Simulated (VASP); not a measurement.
A run of VASP 6.6.1 is set up as follows.

The input INCAR:

```
PREC = Accurate
ENCUT = 500
EDIFF = 1E-8
ISMEAR = 0
SIGMA = 0.01
LREAL = F
LASPH = T
NELM = 120
ALGO = Normal
ISIF = 2
LWAVE = F
LCHARG = T
GGA = PS
IBRION = 8
NSW = 1
GGA_COMPAT = F
```

KPOINTS

```
Automatic mesh
0
Gamma
  8 8 8
```

File POSCAR:

```
ZnSe
1.0
    0.0000000000      2.8444813662      2.8444813662
    2.8444813662      0.0000000000      2.8444813662
    2.8444813662      2.8444813662      0.0000000000
Zn Se
1 1
Direct
    0.0000000000      0.0000000000      0.0000000000
    0.7500000000      0.7500000000      0.7500000000
```

Potentials or basis: VASP PAW PBE potentials, release 64 (Zn, Se).

The run is started by

```console
$ cat potpaw_PBE.64/Zn/POTCAR potpaw_PBE.64/Se/POTCAR > POTCAR
$ mpirun -np 1 vasp_std > vasp.out
```

Estimate the highest phonon frequency at Γ, LO-TO splitting left out.

201 cm⁻¹.

Phonon frequencies in cm⁻¹ (negative: imaginary):
```
              q point           frequencies
(0.000, 0.000, 0.000)  -1 -1 -1 201 201 201
```

Caveat: the cell wasn't relaxed at this level first, which shifts response properties.
